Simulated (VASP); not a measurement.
A run of VASP 6.6.1:

The input INCAR:

```
ALGO     = Normal         # electronic algorithm
EDIFF    = 1E-7           # SCF threshold, eV
ENCUT    = 520            # plane-wave cutoff, eV
GGA      = PS             # functional
ISIF     = 2              # what is computed and relaxed
ISMEAR   = 0              # smearing method
LASPH    = T              # aspherical terms in the spheres
LCHARG   = T              # write CHGCAR
LELF     = T              # ELF
LREAL    = F              # projectors in reciprocal space
LVHAR    = T            
LWAVE    = F              # write WAVECAR
NBANDS   = 16             # bands
NELM     = 80             # most SCF steps
PREC     = Accurate       # precision mode
SIGMA    = 0.01           # smearing width, eV
```

File KPOINTS:

```
k-points
0
Gamma
  10 10 10
```

File POSCAR:

```
GaSb
1.0
    0.0000000000      3.0558950467      3.0558950467
    3.0558950467      0.0000000000      3.0558950467
    3.0558950467      3.0558950467      0.0000000000
Ga Sb
1 1
Direct
    0.0000000000      0.0000000000      0.0000000000
    0.2500000000      0.2500000000      0.2500000000
```

Potentials or basis: VASP PAW PBE potentials, release 64 (Ga_d, Sb).

The run is started by

```bash
$ cat potpaw_PBE.64/Ga_d/POTCAR potpaw_PBE.64/Sb/POTCAR > POTCAR
$ mpirun -np 1 vasp_std > vasp.out
```

Hardware: 1 thread of Intel(R) Xeon(R) 6975P-C (Granite Rapids), with other jobs on the host.

**Question.** Estimate the wall time of this run.

**Answer.** Wall time 13 s on 1 thread of Intel(R) Xeon(R) 6975P-C (Granite Rapids) (shared host), peak memory 0.19 GiB. Counts: scf iterations 12, k points 47.
